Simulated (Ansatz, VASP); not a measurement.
One calculation of SiB6, two programs

```
CELL_PARAMETERS angstrom
4.13378 0.00000 0.00000
0.00000 4.13378 0.00000
0.00000 0.00000 4.13378
ATOMIC_POSITIONS crystal
Si 0.00000 0.00000 0.00000
B 0.20027 0.50000 0.50000
B 0.50000 0.20027 0.50000
B 0.79973 0.50000 0.50000
B 0.50000 0.79973 0.50000
B 0.50000 0.50000 0.20027
B 0.50000 0.50000 0.79973
```

Alike in both runs: functional PBE; k mesh 6 × 6 × 6; occupations gaussian, width 0.1 eV; no spin polarisation.

Ansatz relaxed the structure, and its values are those at the end. VASP's run is a single point on that final structure, the one shown.

```csv
,VASP,Ansatz
version,VASP 6.6.1,Ansatz 0.2.0
potentials or method,"VASP PAW PBE potentials, release 64 (Si, B), cutoff 520 eV","scalar-relativistic, plane waves, PAW"
valence electrons in the cell,22,22
```

VASP gave:

- gap on the k mesh at the Fermi level (eV): 0.06
- least direct gap on the mesh (eV): 0.68
- pressure (GPa): -0.1
- rms of the force components (eV/Å): 0.015

**Question.** Estimate Ansatz's values.

**Answer.** gap on the k mesh at the Fermi level (eV): 0.06; least direct gap on the mesh (eV): 0.68; pressure (GPa): -0.1; rms of the force components (eV/Å): 0.006.
